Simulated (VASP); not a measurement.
The system is Cu2As (lda).

```xyz
6
Lattice="3.7880 0.0000 0.0000 0.0000 3.7880 0.0000 0.0000 0.0000 5.9420" Properties=species:S:1:pos:R:3 pbc="T T T"
Cu    0.0000    0.0000    0.0000
Cu    1.8940    1.8940    0.0000
Cu    0.0000    1.8940    1.8004
Cu    1.8940    0.0000    4.1416
As    0.0000    1.8940    4.2129
As    1.8940    0.0000    1.7291
```

```yaml
Program: VASP 6.6.1
Task: relaxation of cell and atoms
Functional: LDA
Potentials_or_basis: VASP PAW LDA potentials, release 64 (Cu, As)
Cutoff: 600 eV
k_mesh: 6 × 6 × 4
Occupations: gaussian, width 0.1 eV
Spin: no spin polarisation
```

At the start: pressure -8.3 GPa; volume 14.21 Å³/atom.

**Question.** Where does the relaxation end?

**Answer.** Over 8 steps the energy falls by 28.1 meV/atom and the volume is 13.36 Å³/atom (-6.0 %); space group P4/nmm (No. 129, to 0.05 Å).

Step by step:
```csv
step,energy change (eV),largest force (eV/Å),pressure (GPa),volume (Å³)
1,0.0000,0.3030,-8.30,85.26
2,-0.0949,0.2085,6.69,76.50
3,-0.1599,0.1845,0.07,79.72
4,-0.1598,0.1810,0.38,79.61
5,-0.1639,0.1291,0.22,79.67
6,-0.1680,0.0947,0.26,79.84
7,-0.1682,0.0821,0.26,79.81
8,-0.1684,0.0251,-0.36,80.17
```

Final structure:
```xyz
6
Lattice="3.7368 0.0000 0.0000 0.0000 3.7368 0.0000 0.0000 0.0000 5.7416" Properties=species:S:1:pos:R:3 pbc="T T T"
Cu    3.7368    0.0000    5.7416
Cu    1.8684    1.8684    5.7416
Cu    3.7368    1.8684    1.7004
Cu    1.8684    0.0000    4.0412
As    3.7368    1.8684    4.0774
As    1.8684    3.7368    1.6642
```

Caveat: the relaxation stopped at a loose force limit of 0.05 eV/Å, so its end isn't a converged minimum.
